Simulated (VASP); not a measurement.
Set up this calculation in VASP 6.6.1, as the native input.

```
Task                   : single point
Functional             : r2SCAN
Potentials or basis    : VASP PAW PBE potentials, release 64 (Al, Cu)
Cutoff                 : 520 eV
k mesh                 : 12 × 12 × 12
Occupations            : gaussian, width 0.1 eV
Spin                   : no spin polarisation
Dipole correction      : no
Further INCAR settings : ALGO = Normal; EDIFF = 1e-06; NBANDS = 26
```

The system is AlCu3.

```
Al Cu
1.0
     0.00000    2.91929    2.91929
     2.91929    0.00000    2.91929
     2.91929    2.91929    0.00000
Al Cu
1 3
Cartesian
  0.0000 0.0000 0.0000
  2.9193 2.9193 2.9193
  1.4596 1.4596 1.4596
  4.3789 4.3789 4.3789
```

This cell differs from its parent crystal: volume scaled by 1.03.

The input as run:

POSCAR

```
AlCu3
1.0
    0.0000000000      2.9192938821      2.9192938821
    2.9192938821      0.0000000000      2.9192938821
    2.9192938821      2.9192938821      0.0000000000
Al Cu
1 3
Direct
    0.0000000000      0.0000000000      0.0000000000
    0.5000000000      0.5000000000      0.5000000000
    0.2500000000      0.2500000000      0.2500000000
    0.7500000000      0.7500000000      0.7500000000
```

INCAR.step1

```
  PREC = Accurate
  ENCUT = 520
  ISMEAR = 0
  SIGMA = 0.1
  LREAL = False
  LASPH = True
  NELM = 100
  NBANDS = 26
  GGA = PE
  ALGO = Normal
  EDIFF = 1E-4
  LWAVE = True
  LCHARG = False
```

INCAR.step2

```
  PREC = Accurate
  ENCUT = 520
  EDIFF = 1E-6
  ISMEAR = 0
  SIGMA = 0.1
  LREAL = False
  LASPH = True
  NELM = 100
  ALGO = Normal
  ISIF = 2
  LWAVE = False
  LCHARG = False
  METAGGA = R2SCAN
  LMIXTAU = True
  NBANDS = 26
  ISTART = 1
```

KPOINTS

```
Automatic mesh
0
Gamma
  12 12 12
```

Potentials or basis: VASP PAW PBE potentials, release 64 (Al, Cu).

Command:

```sh
$ cat potpaw_PBE.64/Al/POTCAR potpaw_PBE.64/Cu/POTCAR > POTCAR
$ cp INCAR.step1 INCAR
$ mpirun -np 1 vasp_std > vasp.out
$ cp INCAR.step2 INCAR
$ mpirun -np 1 vasp_std > vasp.out
```

It gave:

```
Pressure               : -3.9 GPa
Band gap on the k mesh : zero (band 18 reaches 11.97 eV, above the bottom of band 19 at 5.95 eV)
```

Caveat: the PAW data sets were made with another functional, which shifts forces and pressure a little.

Run time: 3.5 min on 1 thread of Intel Xeon 6975P-C (shared host), peak memory 0.24 GiB.
